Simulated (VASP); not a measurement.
Set up this calculation in VASP 6.6.1, as the native input.

| Quantity | Value |
| --- | --- |
| Task | relaxation of cell and atoms |
| Functional | PBE |
| Dispersion | D3(BJ) |
| Potentials or basis | VASP PAW PBE potentials, release 64 (Ir) |
| Cutoff | 600 eV |
| k mesh | 18 × 18 × 18 |
| Occupations | gaussian, width 0.1 eV |
| Spin | no spin polarisation |
| Dipole correction | no |
| Further INCAR settings | ALGO = Normal; EDIFF = 1e-07; IBRION = 2; EDIFFG = -0.005; NSW = 100; ISIF = 3 |

The structure of Ir lies in POSCAR:

```
Ir
1.0
    0.0000000000      1.9197000000      1.9197000000
    1.9197000000      0.0000000000      1.9197000000
    1.9197000000      1.9197000000      0.0000000000
Ir
1
Direct
    0.0000000000      0.0000000000      0.0000000000
```

These files were run (other wordings do the same):

INCAR

```
ALGO = Normal
EDIFF = 1E-7
EDIFFG = -0.005
ENCUT = 600
GGA = PE
IBRION = 2
ISIF = 3
ISMEAR = 0
IVDW = 12
LASPH = True
LCHARG = False
LREAL = False
LWAVE = False
NELM = 60
NSW = 100
PREC = Accurate
SIGMA = 0.1
```

KPOINTS

```
k-points
0
Gamma
  18 18 18
```

Potentials or basis: VASP PAW PBE potentials, release 64 (Ir).

Command:

```bash
$ cat potpaw_PBE.64/Ir/POTCAR > POTCAR
$ mpirun -np 1 vasp_std > vasp.out
```

Results of the run:

```json
{
 "Relaxed volume": "14.19 Å³/atom",
 "Relaxed cell": "a = 2.717 Å, b = 2.717 Å, c = 2.717 Å, α = 60.00°, β = 60.00°, γ = 60.00°",
 "Space group after relaxing (to 0.05 Å)": "Fm-3m (No. 225)",
 "Energy gained by relaxing": "0.1 meV/atom",
 "Ionic steps": "3",
 "Pressure after relaxing": "0.0 GPa",
 "Dispersion energy per atom": "-0.733 eV"
}
```

Caveat: pairwise dispersion overbinds metals, which lowers pressure and volume.

It took 26 s on 1 thread of Intel(R) Xeon(R) Platinum 8488C (Sapphire Rapids) (shared host), peak memory 0.18 GiB.
